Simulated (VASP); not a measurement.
# Sr2Si4Bi (P4/mmm) in VASP: notebook

Sr2Si4Bi is run at these levels: PBE; tasks: single point.

All numbers are computed with VASP 6.6.1; they aren't measurements. Logs are shortened: lines on timing, memory, paths and dates and some standing lists are left out, and cuts for length are marked.

### Step 1. The cell of the first run

It takes space group P4/mmm (No. 123, tetragonal). Conventional cell: a = 5.423 Å, b = 5.423 Å, c = 6.500 Å, α = 90.00°, β = 90.00°, γ = 90.00°. Within 4.3 Å of Sr (site symmetry 4/mmm) lie 2 Bi at 3.25 Å and 8 Si at 3.41 Å and 4 Sr at 3.83 Å. Within 4.5 Å of Sr (site symmetry 4/mmm) lie 8 Si at 3.41 Å and 4 Sr at 3.83 Å. Si (site symmetry 2mm) has 1 Si at 2.38 Å and 2 Bi at 2.96 Å within 3.1 Å. Within 3.9 Å of Bi (site symmetry 4/mmm) lie 8 Si at 2.96 Å and 2 Sr at 3.25 Å.

### Step 2. Single point, PBE

Input file INCAR:

```
SYSTEM = Sr2Si4Bi
ALGO = Fast
EDIFF = 1E-6
ENCUT = 520
GGA = PE
ISIF = 2
ISMEAR = 0
LASPH = .TRUE.
LCHARG = .TRUE.
LELF = .TRUE.
LREAL = .FALSE.
LVHAR = .TRUE.
LWAVE = .FALSE.
NBANDS = 34
NELM = 80
PREC = Accurate
SIGMA = 0.1
```

Input file KPOINTS:

```
k-points
0
G
  4 4 4
  0 0 0
```

Input file POSCAR:

```
Sr2Si4Bi
1.0
    5.4230633893      0.0000000000      0.0000000000
    0.0000000000      5.4230633893      0.0000000000
    0.0000000000      0.0000000000      6.5002352915
Sr Si Bi
2 4 1
Direct
    0.0000000000      0.0000000000      0.0000000000
    0.5000000000      0.5000000000      0.0000000000
    0.0000000000      0.5000000000      0.3171028157
    0.5000000000      0.0000000000      0.3171028157
    0.0000000000      0.5000000000      0.6828971843
    0.5000000000      0.0000000000      0.6828971843
    0.0000000000      0.0000000000      0.5000000000
```

Potentials or basis: VASP PAW PBE potentials, release 64 (Sr_sv, Si, Bi_d).

Command:

```
cat potpaw_PBE.64/Sr_sv/POTCAR potpaw_PBE.64/Si/POTCAR potpaw_PBE.64/Bi_d/POTCAR > POTCAR
mpirun -np 1 vasp_std > vasp.out
```

OUTCAR:

```text
SYSTEM = Sr2Si4Bi
   EDIFF = 1E-6
   ENCUT = 520
   GGA = PE
   ISIF = 2
   ISMEAR = 0
   LASPH = .TRUE.
   LREAL = .FALSE.
   NELM = 80
   PREC = Accurate

 ion  position               nearest neighbor table
   1  0.000  0.000  0.000-   7 3.25   7 3.25   5 3.41   6 3.41   3 3.41   4 3.41   3 3.41   5 3.41
                             4 3.41   6 3.41   2 3.83   2 3.83   2 3.83   2 3.83
   2  0.500  0.500  0.000-   3 3.41   4 3.41   5 3.41   6 3.41   4 3.41   6 3.41   3 3.41   5 3.41
                             1 3.83   1 3.83   1 3.83   1 3.83
   3  0.000  0.500  0.317-   5 2.38   7 2.96   7 2.96   2 3.41   1 3.41   1 3.41   2 3.41
   4  0.500  0.000  0.317-   6 2.38   7 2.96   7 2.96   2 3.41   2 3.41   1 3.41   1 3.41
   5  0.000  0.500  0.683-   3 2.38   7 2.96   7 2.96   2 3.41   1 3.41   1 3.41   2 3.41
   6  0.500  0.000  0.683-   4 2.38   7 2.96   7 2.96   2 3.41   2 3.41   1 3.41   1 3.41
   7  0.000  0.000  0.500-   3 2.96   4 2.96   5 2.96   6 2.96   3 2.96   5 2.96   4 2.96   6 2.96
                             1 3.25   1 3.25

  LATTYP: Found a simple tetragonal cell.
 ALAT       =     5.4230633893
 C/A-ratio  =     1.1986279387

  Lattice vectors:

 A1 = (   5.4230633893,   0.0000000000,   0.0000000000)
 A2 = (   0.0000000000,   5.4230633893,   0.0000000000)
 A3 = (   0.0000000000,   0.0000000000,   6.5002352915)

Analysis of symmetry for initial positions (statically):
=====================================================================
 Subroutine PRICEL returns:
 Original cell was already a primitive cell.

 Routine SETGRP: Setting up the symmetry group for a
 simple tetragonal supercell.

 Subroutine GETGRP returns: Found 16 space group operations
 (whereof 16 operations were pure point group operations)
 out of a pool of 16 trial point group operations.

The static configuration has the point symmetry D_4h.

Analysis of symmetry for dynamics (positions and initial velocities):
=====================================================================
 Subroutine PRICEL returns:
 Original cell was already a primitive cell.

 Routine SETGRP: Setting up the symmetry group for a
 simple tetragonal supercell.

 Subroutine GETGRP returns: Found 16 space group operations
 (whereof 16 operations were pure point group operations)
 out of a pool of 16 trial point group operations.

The dynamic configuration has the point symmetry D_4h.

 Subroutine INISYM returns: Found 16 space group operations
 (whereof 16 operations are pure point group operations),
 and found     1 'primitive' translations

----------------------------------------------------------------------------------------

                                     Primitive cell

  volume of cell :     191.1694

  direct lattice vectors                    reciprocal lattice vectors
     5.423063389  0.000000000  0.000000000     0.184397623  0.000000000  0.000000000
     0.000000000  5.423063389  0.000000000     0.000000000  0.184397623  0.000000000
     0.000000000  0.000000000  6.500235292     0.000000000  0.000000000  0.153840585

  length of vectors
     5.423063389  5.423063389  6.500235292     0.184397623  0.184397623  0.153840585

  position of ions in fractional coordinates (direct lattice)
     0.000000000  0.000000000  0.000000000
     0.500000000  0.500000000  0.000000000
     0.000000000  0.500000000  0.317102816
     0.500000000  0.000000000  0.317102816
     0.000000000  0.500000000  0.682897184
     0.500000000  0.000000000  0.682897184
     0.000000000  0.000000000  0.500000000

  ion indices of the primitive-cell ions
   primitive index   ion index
                 1           1
                 2           2
                 3           3
                 4           4
                 5           5
                 6           6
                 7           7

----------------------------------------------------------------------------------------

 KPOINTS: k-points

Automatic generation of k-mesh.
 Grid dimensions read from file:
 generate k-points for:    4    4    4

 Generating k-lattice:

  Cartesian coordinates                     Fractional coordinates (reciprocal lattice)
     0.046099406  0.000000000  0.000000000     0.250000000  0.000000000  0.000000000
     0.000000000  0.046099406  0.000000000     0.000000000  0.250000000  0.000000000
     0.000000000  0.000000000  0.038460146     0.000000000  0.000000000  0.250000000

  Length of vectors
     0.046099406  0.046099406  0.038460146

  Shift w.r.t. Gamma in fractional coordinates (k-lattice)
     0.000000000  0.000000000  0.000000000

 Subroutine IBZKPT returns following result:
 ===========================================

 Found     18 irreducible k-points:

 Following reciprocal coordinates:
            Coordinates               Weight
  0.000000  0.000000  0.000000      1.000000
  0.250000  0.000000  0.000000      4.000000
  0.500000  0.000000  0.000000      2.000000
  0.250000  0.250000  0.000000      4.000000
  0.500000  0.250000  0.000000      4.000000
  0.500000  0.500000  0.000000      1.000000
[... 10 lines left out ...]
  0.500000  0.250000  0.500000      4.000000
  0.500000  0.500000  0.500000      1.000000
   k-points           NKPTS =     18   k-points in BZ     NKDIM =     18   number of bands    NBANDS=     34
   number of dos      NEDOS =    301   number of ions     NIONS =      7
   total plane-waves  NPLWV =  76800
   dimension x,y,z NGX =    40 NGY =   40 NGZ =   48
   dimension x,y,z NGXF=    80 NGYF=   80 NGZF=   96
   ions per type =               2   4   1
   NGX,Y,Z   is equivalent  to a cutoff of  12.26, 12.26, 12.28 a.u.
   NGXF,Y,Z  is equivalent  to a cutoff of  24.52, 24.52, 24.55 a.u.
 SYSTEM =  Sr2Si4Bi
   PREC   = accura    normal or accurate (medium, high low for compatibility)
   ISTART =      0    job   : 0-new  1-cont  2-samecut
   ICHARG =      2    charge: 1-file 2-atom 10-const
   ISPIN  =      1    spin polarized calculation?
   LNONCOLLINEAR =      F non collinear calculations
   LSORBIT =      F    spin-orbit coupling
   LASPH  =      T    aspherical Exc in radial PAW
   ENCUT  =  520.0 eV  38.22 Ry    6.18 a.u.  10.08 10.08 12.09*2*pi/ulx,y,z
   NELM   =     80;   NELMIN=  2; NELMDL= -5     # of ELM steps
   EDIFF  = 0.1E-05   stopping-criterion for ELM
   LREAL  =      F    real-space projection
   EDIFFG = 0.1E-04   stopping-criterion for IOM
   NSW    =      0    number of steps for IOM
   IBRION =     -1    ionic relax: 0-MD 1-quasi-New 2-CG
   NFREE  =      0    steps in history (QN), initial steepest desc. (CG)
   ISIF   =      2    stress and relaxation
   ISYM   =      2    0-nonsym 1-usesym 2-fastsym
   POTIM  = 0.5000    time-step for ionic-motion
   TEBEG  =    0.0;   TEEND  =   0.0 temperature during run
   PSTRESS=    0.0 pullay stress
   NELECT =      51.0000    total number of electrons
   NUPDOWN=      -1.0000    fix difference up-down
   EMIN   =  10.00;   EMAX   =-10.00  energy-range for DOS
   EFERMI =   0.00;   METHOD = LEGACY
   ISMEAR =     0;   SIGMA  =   0.10  broadening in eV -4-tet -1-fermi 0-gaus
   EFERMI_NEDOS =   21; number of points for ismear=-14 and -15
   IALGO  =     68    algorithm
   IMIX   =      4    mixing-type and parameters
     AMIX     =   0.40;   BMIX     =  1.00
     AMIX_MAG =   1.60;   BMIX_MAG =  1.00
  volume/ion in A,a.u.               =      27.31       184.30
  Fermi-wavevector in a.u.,A,eV,Ry     =   1.053882  1.991549 15.111552  1.110668
  Thomas-Fermi vector in A             =   2.189021
   LORBIT       =      0    0 simple, 1 ext, 2 COOP (PROOUT), +10 PAW based schemes
   GGA     = PE    functional components
   LHFCALC =     F    Hartree Fock is set to
   AEXX    =    0.0000 exact exchange contribution
   IVDW    =     0    specifies the selected vdW correction
   LEPSILON=     F    determine dielectric tensor
   LRPA    =     F    only Hartree local field effects (RPA)
 non-spin polarized calculation
 RMM-DIIS sequential band-by-band and
 Gauss-broadening in eV      SIGMA  =   0.10
  energy-cutoff  :      520.00
  volume of cell :      191.17
 maximum number of plane-waves:      5184
   NGX = 21   NGY = 21   NGZ = 25

 number of electron      50.9999996 magnetization

 Free energy of the ion-electron system (eV)
  ---------------------------------------------------
  ext. energy  EPLUGINS =         0.00000000
  ---------------------------------------------------
  free energy    TOTEN  =       -27.44537618 eV

  energy without entropy =      -27.42123288  energy(sigma->0) =      -27.43330453

 E-fermi :   4.7156     XC(G=0):  -9.1926

 val. band max:        4.7149327004   @ k =   0.5000   0.0000   0.0000
 cond. band min:       4.7404697681   @ k =   0.5000   0.2500   0.2500
 fundamental gap:      0.0255370677
 Fermi energy:         4.7156110245

 k-point     1 :       0.0000    0.0000    0.0000
  band No.  band energies     occupation
      1     -30.9933      2.00000
      2     -30.8824      2.00000
      3     -18.4832      2.00000
      4     -18.4291      2.00000
      5     -18.4254      2.00000
      6     -18.4135      2.00000
[... 26 lines left out ...]
     33       7.8713      0.00000
     34       7.8810      0.00000

 k-point     2 :       0.2500    0.0000    0.0000
  band No.  band energies     occupation
      1     -30.9915      2.00000
      2     -30.8841      2.00000
      3     -18.4817      2.00000
      4     -18.4293      2.00000
      5     -18.4249      2.00000
      6     -18.4140      2.00000
[... 26 lines left out ...]
     33       7.7660      0.00000
     34       8.4138      0.00000

 k-point     3 :       0.5000    0.0000    0.0000
  band No.  band energies     occupation
      1     -30.9895      2.00000
      2     -30.8859      2.00000
      3     -18.4803      2.00000
      4     -18.4295      2.00000
      5     -18.4245      2.00000
      6     -18.4145      2.00000
[... 26 lines left out ...]
     33       7.6265      0.00000
     34       7.8234      0.00000

 k-point     4 :       0.2500    0.2500    0.0000
  band No.  band energies     occupation
      1     -30.9904      2.00000
      2     -30.8850      2.00000
      3     -18.4802      2.00000
      4     -18.4295      2.00000
      5     -18.4246      2.00000
      6     -18.4140      2.00000
[... 26 lines left out ...]
     33       8.0875      0.00000
     34       8.6793      0.00000

 k-point     5 :       0.5000    0.2500    0.0000
  band No.  band energies     occupation
      1     -30.9894      2.00000
      2     -30.8858      2.00000
      3     -18.4788      2.00000
      4     -18.4297      2.00000
      5     -18.4242      2.00000
      6     -18.4145      2.00000
[... 399 lines left out ...]
 k-point    16 :       0.2500    0.2500    0.5000
  band No.  band energies     occupation
      1     -30.9901      2.00000
      2     -30.8850      2.00000
      3     -18.4802      2.00000
      4     -18.4346      2.00000
      5     -18.4295      2.00000
      6     -18.4143      2.00000
[... 26 lines left out ...]
     33       7.5798      0.00000
     34       8.4639      0.00000

 k-point    17 :       0.5000    0.2500    0.5000
  band No.  band energies     occupation
      1     -30.9890      2.00000
      2     -30.8858      2.00000
      3     -18.4788      2.00000
      4     -18.4342      2.00000
      5     -18.4296      2.00000
      6     -18.4148      2.00000
[... 26 lines left out ...]
     33       7.8147      0.00000
     34       8.0344      0.00000

 k-point    18 :       0.5000    0.5000    0.5000
  band No.  band energies     occupation
      1     -30.9889      2.00000
      2     -30.8857      2.00000
      3     -18.4773      2.00000
      4     -18.4338      2.00000
      5     -18.4298      2.00000
      6     -18.4148      2.00000
[... 26 lines left out ...]
     33       6.9376      0.00000
     34       7.1779      0.00000

------------------------ aborting loop because EDIFF is reached ----------------------------------------

  FORCE on cell =-STRESS in cart. coord.  units (eV):
  Direction    XX          YY          ZZ          XY          YZ          ZX
  --------------------------------------------------------------------------------------
  -------------------------------------------------------------------------------------
  Total        0.0361082      0.0361082      0.0052105      0.0000000      0.0000000      0.0000000
  in kB        0.3026205      0.3026205      0.0436691      0.0000000      0.0000000      0.0000000
  external PRESSURE =       0.2163034 kB  Pullay stress =       0.0000000 kB

 VOLUME and BASIS-vectors are now :
 -----------------------------------------------------------------------------
  energy-cutoff  :      520.00
  volume of cell :      191.17
      direct lattice vectors                 reciprocal lattice vectors
     5.423063389  0.000000000  0.000000000     0.184397623  0.000000000  0.000000000
     0.000000000  5.423063389  0.000000000     0.000000000  0.184397623  0.000000000
     0.000000000  0.000000000  6.500235292     0.000000000  0.000000000  0.153840585

 POSITION                                       TOTAL-FORCE (eV/Angst)
 -----------------------------------------------------------------------------------
      0.00000      0.00000      0.00000         0.000000      0.000000      0.000000
      2.71153      2.71153      0.00000         0.000000      0.000000      0.000000
      0.00000      2.71153      2.06124         0.000000     -0.000000      0.008456
      2.71153      0.00000      2.06124         0.000000      0.000000      0.008456
      0.00000      2.71153      4.43899         0.000000     -0.000000     -0.008456
      2.71153      0.00000      4.43899        -0.000000      0.000000     -0.008456
      0.00000      0.00000      3.25012         0.000000      0.000000      0.000000
 -----------------------------------------------------------------------------------
    total drift:                               -0.000000     -0.000000     -0.000000

  FREE ENERGIE OF THE ION-ELECTRON SYSTEM (eV)
  ---------------------------------------------------
  free  energy   TOTEN  =       -27.4453761803 eV

  energy  without entropy=      -27.4212328810  energy(sigma->0) =      -27.43330453
```

Run time: 7.2 min. Hardware: 1 thread of Oxide Virtual Turin-like, shared host; peak memory 0.3 GiB.

Results:

| Quantity | Value |
| --- | --- |
| Free energy | -27.4454 eV |
| Pressure | 0.0 GPa |
| Largest force | 0.008 eV/Å |
| Band gap on the k mesh | zero (an odd number of electrons rules out a gap without spin polarisation) |

Forces on the atoms (eV/Å):
```
Sr   0.000  0.000  0.000
Sr   0.000  0.000  0.000
Si   0.000  0.000  0.008
Si   0.000  0.000  0.008
Si   0.000  0.000 -0.008
Si   0.000  0.000 -0.008
Bi   0.000  0.000  0.000
```

Caveat: spin-orbit coupling is left out, which moves the levels of the heavy elements; an odd number of electrons without spin polarisation forces a metal; a magnetic or distorted state may lie lower.

(Continued in part 2 of 2.)

The gap in the log of VASP goes by the Fermi energy; the results here count the filled bands.